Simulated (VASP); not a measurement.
Wanted: the native input for a VASP 6.6.1 run.

* Task: electric field gradients
* Functional: LDA
* Potentials or basis: VASP PAW LDA potentials, release 64 (Mg)
* Cutoff: 520 eV
* k mesh: 16 × 16 × 16
* Occupations: fermi-dirac, width 0.03 eV
* Spin: no spin polarisation
* Dipole correction: no
* Further INCAR settings: ALGO = Normal; EDIFF = 1e-08; NBANDS = 7

The structure of Mg lies in POSCAR:

```
Mg
1.0
    0.0000000000      2.1984420020      2.1984420020
    2.1984420020      0.0000000000      2.1984420020
    2.1984420020      2.1984420020      0.0000000000
Mg
1
Direct
    0.0000000000      0.0000000000      0.0000000000
```

This isn't the form of Mg at room conditions, which is hcp.

The input as run:

INCAR

```
SYSTEM = Mg
ALGO = Normal
EDIFF = 1E-8
ENCUT = 520
GGA = CA
ISIF = 2
ISMEAR = -1
LASPH = .True.
LCHARG = .False.
LEFG = .True.
LREAL = .False.
LWAVE = .False.
NBANDS = 7
NELM = 60
PREC = Accurate
SIGMA = 0.03
```

KPOINTS

```
k-points
0
Gamma
  16 16 16
  0 0 0
```

Potentials or basis: VASP PAW LDA potentials, release 64 (Mg).

Launch:

```bash
$ cat potpaw_LDA.64/Mg/POTCAR > POTCAR
$ mpirun -np 1 vasp_std > vasp.out
```

Results of the run:

- Pressure: 0.7 GPa
- Band gap on the k mesh: zero (bands 1 and 2 overlap by 2.81 eV)
- Largest electric field gradient by atom: zero within the noise of the run

It took 9.6 s on 1 thread of Intel(R) Xeon(R) Platinum 8259CL CPU @ 2.50GHz (Skylake/Cascade Lake), with other jobs on the host, peak memory 0.14 GiB.
